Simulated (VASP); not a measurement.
Write the native input for VASP 6.6.1 that does the following.

```
Task                   : relaxation of cell and atoms
Functional             : PBE
Potentials or basis    : VASP PAW PBE potentials, release 64 (Ho_3, B, N), 4f in core
Cutoff                 : 600 eV
k mesh                 : 6 × 6 × 4
Occupations            : gaussian, width 0.1 eV
Spin                   : no spin polarisation
Dipole correction      : no
Further INCAR settings : ALGO = Normal; EDIFF = 1e-07; IBRION = 2; EDIFFG = -0.04; NSW = 90; ISIF = 3
```

The structure of Ho2BN3 lies in POSCAR:

```
Ho2BN3
1.0
    5.3671909600      0.0000000000      0.0000000000
   -2.6835954800      4.6481237200      0.0000000000
    0.0000000000      0.0000000000      4.2388377800
Ho B N
2 1 3
Direct
    0.3333333300      0.6666666700      0.0000000000
    0.6666666700      0.3333333300      0.0000000000
    0.0000000000      0.0000000000      0.0000000000
    0.5000000000      0.0000000000      0.0000000000
    0.0000000000      0.5000000000      0.0000000000
    0.5000000000      0.5000000000      0.0000000000
```

The cell was generated, and may not be a known phase.

These files were run (other wordings do the same):

INCAR

```
  ALGO = Normal
  EDIFF = 1E-7
  EDIFFG = -0.04
  ENCUT = 600
  GGA = PE
  GGA_COMPAT = False
  IBRION = 2
  ISIF = 3
  ISMEAR = 0
  LASPH = True
  LCHARG = False
  LMAXMIX = 6
  LREAL = False
  LWAVE = False
  NELM = 200
  NELMIN = 4
  NSW = 90
  PREC = Accurate
  SIGMA = 0.1
```

KPOINTS

```
k-points
0
Gamma
  6 6 4
```

Potentials or basis: VASP PAW PBE potentials, release 64 (Ho_3, B, N), 4f in core.

Command:

```console
$ cat potpaw_PBE.64/Ho_3/POTCAR potpaw_PBE.64/B/POTCAR potpaw_PBE.64/N/POTCAR > POTCAR
$ mpirun -np 1 vasp_std > vasp.out
```

It gave:

```json
{
 "Relaxed volume": "33.70 Å³/atom",
 "Relaxed cell": "a = 7.124 Å, b = 7.124 Å, c = 4.601 Å, α = 90.00°, β = 90.00°, γ = 120.00°",
 "Space group after relaxing (to 0.1 Å)": "P6/mmm (No. 191)",
 "Pressure after relaxing": "0.1 GPa",
 "Band gap on the k mesh": "zero (bands 18 and 19 overlap by 0.50 eV)"
}
```

Caveat: the k points lie up to 0.34 Å⁻¹ apart in the final cell; the volume moved by over 15 % at a fixed basis, so the end points are rough; spin-orbit coupling is left out, which moves the levels of the heavy elements; the 4f electrons are frozen in the core, so they carry no moment and show no levels; the run has no spin polarisation, though such a crystal can be magnetic.

It took 19 min on 1 thread of Intel(R) Xeon(R) Platinum 8259CL CPU @ 2.50GHz (Skylake/Cascade Lake), with other jobs on the host, peak memory 0.33 GiB.
